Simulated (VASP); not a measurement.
Runs of VASP 6.6.1 on TaN. The structure is that of space group P-6m2 (No. 187), or close to it. The cells are those of the table. 

| cell | gap on the mesh (eV) | pressure (GPa) |
| --- | --- | --- |
| a = 2.996, b = 2.996, c = 2.940 Å, angles 90.0, 90.0, 120.0°, 2 atoms | none | -14.1 |
| a = 2.918, b = 2.918, c = 2.864 Å, angles 90.0, 90.0, 120.0°, 2 atoms | none | (a) |
| a = 2.977, b = 2.977, c = 2.921 Å, angles 90.0, 90.0, 120.0°, 2 atoms | none | -8.6 |
| a = 2.908, b = 2.908, c = 2.854 Å, angles 90.0, 90.0, 120.0°, 2 atoms | none | 16.1 |
| a = 2.938, b = 2.938, c = 2.941 Å, angles 90.0, 90.0, 120.0°, 2 atoms | none | (b) |

Alike in all rows: task electric field gradients; level PBE; potentials or basis VASP PAW PBE potentials, release 64 (Ta_sv_GW, N); no spin polarisation; k mesh 12 × 12 × 10; cutoff (eV) 520; smearing fermi-dirac 0.02 eV.

Estimate the missing entries.

(a) 12.0; (b) -2.9.

Caveats: spin-orbit coupling is left out, which moves the levels of the heavy elements; the cell stands under tension (at least some runs); the cell stands under pressure (at least some runs); the stress differs along the axes, from -11 to 1 GPa (at least some runs).

A k mesh can miss the band edges, and the runs leave out spin-orbit coupling on Ta.

A gap of «none» marks levels without a gap at the run's occupations.
